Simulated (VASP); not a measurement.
Write the native input for VASP 6.6.1 that does the following.

* Task: single point
* Functional: HSE06
* Potentials or basis: VASP PAW PBE potentials, release 64 (Pt)
* Cutoff: 520 eV
* k mesh: 8 × 8 × 8
* Occupations: fermi-dirac, width 0.05 eV
* Spin: no spin polarisation
* Dipole correction: no
* Grid for exact exchange (PRECFOCK): Normal
* Further INCAR settings: ALGO = Normal; EDIFF = 1e-06; NBANDS = 11
* Share of exact exchange: 0.25
* Screening parameter: 0.2079 1/Å

The system is Pt.

```
Pt
1.0
    -1.58422    1.58422    1.58422
     1.58422   -1.58422    1.58422
     1.58422    1.58422   -1.58422
Pt
1
Direct
  0.00000 0.00000 0.00000
```

This isn't the form of Pt at room conditions, which is fcc.

These files were run (other wordings do the same):

POSCAR

```
Pt
1.0
   -1.5842200000      1.5842200000      1.5842200000
    1.5842200000     -1.5842200000      1.5842200000
    1.5842200000      1.5842200000     -1.5842200000
Pt
1
Direct
    0.0000000000      0.0000000000      0.0000000000
```

INCAR.step1

```
SYSTEM = Pt
  PREC = Accurate
  ENCUT = 520
  EDIFF = 1E-5
  ISMEAR = -1
  SIGMA = 0.05
  LREAL = .False.
  LASPH = .True.
  NELM = 80
  ALGO = Normal
  ISIF = 2
  LWAVE = .True.
  LCHARG = .False.
  GGA = PE
  NBANDS = 11
```

INCAR.step2

```
SYSTEM = Pt
  PREC = Accurate
  ENCUT = 520
  EDIFF = 1E-6
  ISMEAR = -1
  SIGMA = 0.05
  LREAL = .False.
  LASPH = .True.
  NELM = 80
  ALGO = Normal
  ISIF = 2
  LWAVE = .False.
  LCHARG = .False.
  GGA = PE
  LHFCALC = .True.
  HFSCREEN = 0.2079
  PRECFOCK = Normal
  ISTART = 1
  NBANDS = 11
```

KPOINTS

```
Automatic mesh
0
Gamma
  8 8 8
  0 0 0
```

Potentials or basis: VASP PAW PBE potentials, release 64 (Pt).

The run is started by

```sh
$ cat potpaw_PBE.64/Pt/POTCAR > POTCAR
$ cp INCAR.step1 INCAR
$ mpirun -np 1 vasp_std > vasp.out
$ cp INCAR.step2 INCAR
$ mpirun -np 1 vasp_std > vasp.out
```

It gave:

```
Pressure               : -7.4 GPa
Band gap on the k mesh : zero (bands 5 and 6 overlap by 2.84 eV)
```

Caveat: the cell stands under tension; the PAW data sets were made with another functional, which shifts forces and pressure a little; spin-orbit coupling is left out, which moves the levels of the heavy elements.

Wall time 31 min on 1 thread of AMD EPYC 7R43 64-Core Processor (Zen 3), with other jobs on the host, peak memory 0.2 GiB.
